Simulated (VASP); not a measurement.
# P (P4/mmm) in VASP: a series of runs

P is run at these levels: PBEsol; tasks: electric field gradients.

All numbers are computed with VASP 6.6.1; they aren't measurements. Logs are shortened: lines on timing, memory, paths and dates and some standing lists are left out, and cuts for length are marked.

### 1 The cell of the first run

The structure is tetragonal, space group P4/mmm (No. 123). Conventional cell: a = 4.186 Å, b = 4.186 Å, c = 4.289 Å, α = 90.00°, β = 90.00°, γ = 90.00°. P (site symmetry 4/mmm) has 6 P at 4.19 to 4.29 Å within 5.5 Å.

### 2 Electric field gradients, PBEsol (75.14 Å³/atom)

File INCAR:

```
ALGO = Normal
EDIFF = 1E-8
ENCUT = 400
GGA = PS
GGA_COMPAT = False
ISIF = 2
ISMEAR = -1
LASPH = True
LCHARG = False
LEFG = True
LREAL = False
LWAVE = False
NBANDS = 8
NELM = 120
PREC = Accurate
SIGMA = 0.08
```

File KPOINTS:

```
k-points
0
Gamma
  10 10 9
```

File POSCAR:

```
P
1.0
    4.1856782422      0.0000000000      0.0000000000
    0.0000000000      4.1856782422      0.0000000000
    0.0000000000      0.0000000000      4.2886279840
P
1
Direct
    0.0000000000      0.0000000000      0.0000000000
```

Potentials or basis: VASP PAW PBE potentials, release 64 (P).

Run with:

```bash
$ cat potpaw_PBE.64/P/POTCAR > POTCAR
$ mpirun -np 1 vasp_std > vasp.out
```

OUTCAR:

```text
EDIFF = 1E-8
   ENCUT = 400
   GGA = PS
   ISIF = 2
   ISMEAR = -1
   LASPH = True
   LREAL = False
   NELM = 120
   PREC = Accurate

 ion  position               nearest neighbor table
   1  0.000  0.000  0.000-

  LATTYP: Found a simple tetragonal cell.
 ALAT       =     4.1856782422
 C/A-ratio  =     1.0245957132

  Lattice vectors:

 A1 = (   4.1856782422,   0.0000000000,   0.0000000000)
 A2 = (   0.0000000000,   4.1856782422,   0.0000000000)
 A3 = (   0.0000000000,   0.0000000000,   4.2886279840)

Analysis of symmetry for initial positions (statically):
=====================================================================
 Subroutine PRICEL returns:
 Original cell was already a primitive cell.

 Routine SETGRP: Setting up the symmetry group for a
 simple tetragonal supercell.

 Subroutine GETGRP returns: Found 16 space group operations
 (whereof 16 operations were pure point group operations)
 out of a pool of 16 trial point group operations.

The static configuration has the point symmetry D_4h.

Analysis of symmetry for dynamics (positions and initial velocities):
=====================================================================
 Subroutine PRICEL returns:
 Original cell was already a primitive cell.

 Routine SETGRP: Setting up the symmetry group for a
 simple tetragonal supercell.

 Subroutine GETGRP returns: Found 16 space group operations
 (whereof 16 operations were pure point group operations)
 out of a pool of 16 trial point group operations.

The dynamic configuration has the point symmetry D_4h.

 Subroutine INISYM returns: Found 16 space group operations
 (whereof 16 operations are pure point group operations),
 and found     1 'primitive' translations

----------------------------------------------------------------------------------------

                                     Primitive cell

  volume of cell :      75.1363

  direct lattice vectors                    reciprocal lattice vectors
     4.185678242  0.000000000  0.000000000     0.238909907  0.000000000  0.000000000
[... 112 lines left out ...]
   IVDW    =     0    specifies the selected vdW correction
   LEPSILON=     F    determine dielectric tensor
   LRPA    =     F    only Hartree local field effects (RPA)
 non-spin polarized calculation
  energy-cutoff  :      400.00
  volume of cell :       75.14
 maximum number of plane-waves:      1392
 NGX is ok and might be reduce to    28
   NGX = 13   NGY = 13   NGZ = 13

 number of electron       5.0000002 magnetization

 Free energy of the ion-electron system (eV)
  ---------------------------------------------------
  ext. energy  EPLUGINS =         0.00000000
  ---------------------------------------------------
  free energy    TOTEN  =        -1.32758960 eV

  energy without entropy =       -1.26306272  energy(sigma->0) =       -1.29532616

 E-fermi :  -2.9079     XC(G=0):  -5.2456

 val. band max:       -2.9081036224   @ k =   0.2000   0.2000   0.0000
 cond. band min:      -2.8912848383   @ k =   0.2000   0.1000   0.1111
 fundamental gap:      0.0168187841
 Fermi energy:        -2.9078609098

 k-point     1 :       0.0000    0.0000    0.0000
  band No.  band energies     occupation
      1     -11.6874      2.00000
      2      -2.4095      0.00393
      3      -2.2898      0.00088
      4      -2.2898      0.00088
      5       1.7825      0.00000
      6       4.5523      0.00000
      7       4.6367      0.00000
      8       9.3690      0.00000
[... 243 lines left out ...]
 k-point    24 :       0.2000    0.0000    0.1111
  band No.  band energies     occupation
      1     -11.6014      2.00000
      2      -2.9104      1.01615
      3      -2.5428      0.02064
      4      -2.2195      0.00037
      5       2.5763      0.00000
      6       4.9248      0.00000
      7       5.3130      0.00000
      8       7.3476      0.00000

 [... further k-points ...]
[... 5 lines left out ...]
  --------------------------------------------------------------------------------------
  -------------------------------------------------------------------------------------
  Total       -2.1231514     -2.1231514     -1.8822287      0.0000000      0.0000000      0.0000000
  in kB      -45.2732306    -45.2732306    -40.1358922      0.0000000      0.0000000      0.0000000
  external PRESSURE =     -43.5607845 kB  Pullay stress =       0.0000000 kB

 VOLUME and BASIS-vectors are now :
 -----------------------------------------------------------------------------
  energy-cutoff  :      400.00
  volume of cell :       75.14
      direct lattice vectors                 reciprocal lattice vectors
     4.185678242  0.000000000  0.000000000     0.238909907  0.000000000  0.000000000
     0.000000000  4.185678242  0.000000000     0.000000000  0.238909907  0.000000000
     0.000000000  0.000000000  4.288627984     0.000000000  0.000000000  0.233174806

 POSITION                                       TOTAL-FORCE (eV/Angst)
 -----------------------------------------------------------------------------------
      0.00000      0.00000      0.00000         0.000000      0.000000      0.000000
 -----------------------------------------------------------------------------------
    total drift:                               -0.000000      0.000000      0.000000

  FREE ENERGIE OF THE ION-ELECTRON SYSTEM (eV)
  ---------------------------------------------------
  free  energy   TOTEN  =        -1.3275895985 eV

  energy  without entropy=       -1.2630627166  energy(sigma->0) =       -1.29532616

 Electric field gradients (V/A^2)
---------------------------------------------------------------------
 ion       V_xx      V_yy      V_zz      V_xy      V_xz      V_yz
---------------------------------------------------------------------
   1       0.349     0.349    -0.698    -0.000     0.000     0.000
---------------------------------------------------------------------

 Electric field gradients after diagonalization (V/A^2)
 (convention: |V_zz| > |V_xx| > |V_yy|)
----------------------------------------------------------------------
 ion       V_xx      V_yy      V_zz     asymmetry (V_yy - V_xx)/ V_zz
----------------------------------------------------------------------
   1       0.349     0.349    -0.698       0.000
----------------------------------------------------------------------

           NMR quadrupolar parameters

 Cq : quadrupolar parameter    Cq=e*Q*V_zz/h
 eta: asymmetry parameters     (V_yy - V_xx)/ V_zz
 Q  : nuclear electric quadrupole moment in mb (millibarn)
----------------------------------------------------------------------
 ion       Cq(MHz)       eta       Q (mb)
----------------------------------------------------------------------
   1      -0.002       0.000       1.000
----------------------------------------------------------------------
```

Run time: 14 s. Hardware: 1 thread of Intel Xeon 6975P-C (Granite Rapids), shared host; peak memory 0.16 GiB.

Results:

```
Free energy                             : -1.3276 eV
Pressure                                : -4.4 GPa
Band gap on the k mesh                  : zero (an odd number of electrons rules out a gap without spin polarisation)
Largest electric field gradient by atom : P -0.7 V/Å²
```

Electric field gradients, principal values (V/Å²):
| atom | least | middle | greatest (by size) |
| --- | --- | --- | --- |
| 1 P | 0.349 | 0.349 | -0.698 |

Caveat: the cell stands under tension; without QUAD_EFG the Cq values of the log hold for a quadrupole moment of 1 mb, not for the nuclei; the PAW data sets were made with another functional, which shifts forces and pressure a little.

### 3 Electric field gradients, PBEsol (76.73 Å³/atom)

This run uses another cell than the first one, of 76.73 Å³/atom.

File INCAR:

```
SYSTEM = P
PREC = Accurate ; ENCUT = 400
EDIFF = 1E-8 ; ISMEAR = -1
SIGMA = 0.08 ; LREAL = .FALSE.
LASPH = .TRUE. ; NELM = 120
ALGO = Normal ; ISIF = 2
LWAVE = .FALSE. ; LCHARG = .FALSE.
GGA = PS ; LEFG = .TRUE.
NBANDS = 8 ; GGA_COMPAT = .FALSE.
```

File KPOINTS:

```
Automatic mesh
0
G
  10 10 9
  0 0 0
```

File POSCAR:

```
P
1.0
    4.2151558207      0.0000000000      0.0000000000
    0.0000000000      4.2151558207      0.0000000000
    0.0000000000      0.0000000000      4.3188305846
P
1
Direct
    0.0000000000      0.0000000000      0.0000000000
```

Potentials or basis: VASP PAW PBE potentials, release 64 (P).

Run with:

```bash
$ cat potpaw_PBE.64/P/POTCAR > POTCAR
$ mpirun -np 1 vasp_std > vasp.out
```

OUTCAR:

```text
SYSTEM = P
   PREC = Accurate
   ENCUT = 400
   EDIFF = 1E-8
   ISMEAR = -1
   LREAL = .FALSE.
   LASPH = .TRUE.
   NELM = 120
   ISIF = 2
   GGA = PS

 ion  position               nearest neighbor table
   1  0.000  0.000  0.000-

  LATTYP: Found a simple tetragonal cell.
 ALAT       =     4.2151558207
 C/A-ratio  =     1.0245957133

  Lattice vectors:

 A1 = (   4.2151558207,   0.0000000000,   0.0000000000)
[... 470 lines left out ...]
 -----------------------------------------------------------------------------------
    total drift:                               -0.000000      0.000000     -0.000000

  FREE ENERGIE OF THE ION-ELECTRON SYSTEM (eV)
  ---------------------------------------------------
  free  energy   TOTEN  =        -1.2851551756 eV

  energy  without entropy=       -1.2179320668  energy(sigma->0) =       -1.25154362

 Electric field gradients (V/A^2)
---------------------------------------------------------------------
 ion       V_xx      V_yy      V_zz      V_xy      V_xz      V_yz
---------------------------------------------------------------------
   1       0.359     0.359    -0.718     0.000    -0.000     0.000
---------------------------------------------------------------------

 Electric field gradients after diagonalization (V/A^2)
 (convention: |V_zz| > |V_xx| > |V_yy|)
----------------------------------------------------------------------
 ion       V_xx      V_yy      V_zz     asymmetry (V_yy - V_xx)/ V_zz
----------------------------------------------------------------------
   1       0.359     0.359    -0.718       0.000
----------------------------------------------------------------------

           NMR quadrupolar parameters

 Cq : quadrupolar parameter    Cq=e*Q*V_zz/h
 eta: asymmetry parameters     (V_yy - V_xx)/ V_zz
 Q  : nuclear electric quadrupole moment in mb (millibarn)
----------------------------------------------------------------------
 ion       Cq(MHz)       eta       Q (mb)
----------------------------------------------------------------------
   1      -0.002       0.000       1.000
----------------------------------------------------------------------
```

stdout:

```text
POSCAR found type information on POSCAR P
 POSCAR found :  1 types and       1 ions
 scaLAPACK will be used
 -----------------------------------------------------------------------------
|                                                                             |
|                                                                             |
|     You enforced a specific xc type in the INCAR file but a different       |
|     I HOPE YOU KNOW WHAT YOU ARE DOING!                                     |
|                                                                             |
 -----------------------------------------------------------------------------

 LDA part: xc-table for (Slater+PW92), standard interpolation
 POSCAR, INCAR and KPOINTS ok, starting setup
 FFT: planning ... GRIDC
 FFT: planning ... GRID_SOFT
 FFT: planning ... GRID
 WAVECAR not read
 entering main loop
ion   1
```

It took 15 s on 1 thread of Intel Xeon 6975P-C (Granite Rapids), shared host; peak memory 0.16 GiB.

Results:

```
Free energy                             : -1.2852 eV
Pressure                                : -4.2 GPa
Band gap on the k mesh                  : zero (an odd number of electrons rules out a gap without spin polarisation)
Largest electric field gradient by atom : P -0.7 V/Å²
```

Electric field gradients, principal values (V/Å²):
```tsv
atom	least	middle	greatest (by size)
1 P	0.359	0.359	-0.718
```

Caveat: the cell stands under tension; without QUAD_EFG the Cq values of the log hold for a quadrupole moment of 1 mb, not for the nuclei; the PAW data sets were made with another functional, which shifts forces and pressure a little.
